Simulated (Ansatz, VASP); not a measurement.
## One calculation of GdN, two programs

```
Gd N
1.0
    -1.76201    1.76201    2.49226
     1.76201   -1.76201    2.49226
     1.76201    1.76201   -2.49226
Gd N
1 1
Direct
  0.30173 0.30173 0.00000
  0.80174 0.80174 0.00000
```

Alike in both runs: functional PBE; k mesh 18 × 18 × 18; occupations gaussian, width 0.1 eV; collinear spin.

Ansatz relaxed the structure, and its values are those at the end. VASP's run is a single point on that final structure, the one shown.

|  | VASP | Ansatz |
| --- | --- | --- |
| version | VASP 6.6.1 | Ansatz 0.2.0 |
| potentials or method | VASP PAW PBE potentials, release 64 (Gd, N), cutoff 520 eV | scalar-relativistic, plane waves, PAW |
| valence electrons in the cell | 23 | 23 |

```tsv
	VASP	Ansatz	Ansatz less VASP
gap on the k mesh at the Fermi level (eV)	none	none	-
pressure (GPa)	0.1	0.0	-0.13
net moment per atom (μB)	3.50	3.50	0.000
size of the moment on the site where the two differ most (μB)	6.80	6.86	+0.060
```

Site moments also hang on the region over which each program counts them. A gap of «none» marks a metal or a gap that the smearing closes.

Spin-orbit coupling is off throughout.
